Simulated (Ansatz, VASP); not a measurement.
**HfN in VASP and in Ansatz**

```xyz
2
Lattice="0.0000 2.2438 2.2438 2.2438 0.0000 2.2438 2.2438 2.2438 0.0000" Properties=species:S:1:pos:R:3 pbc="T T T"
Hf    0.0000    0.0000    0.0000
N     2.2438    2.2438    2.2438
```

Change from the starting cell: volume scaled by 0.98, crystal datasets.

Alike in both runs: task electric field gradients; functional LDA; k mesh 10 × 10 × 10; occupations fermi-dirac, width 0.03 eV; no spin polarisation.

|  | VASP | Ansatz |
| --- | --- | --- |
| version | VASP 6.6.1 | Ansatz 0.2.0 |
| potentials or method | VASP PAW LDA potentials, release 64 (Hf_pv, N), cutoff 520 eV | all-electron PAW with datasets made for the crystal, scalar-relativistic |

VASP gave:

```
pressure (GPa) : -5.1
```

Q: Which values does Ansatz return?

A: Pressure (GPa): -3.7.

LDA's correlation is that of Perdew and Zunger in VASP and of Perdew and Wang (1992) in Ansatz. Ansatz ran all-electron here, and VASP with PAW potentials.

Neither program's run includes spin-orbit coupling.
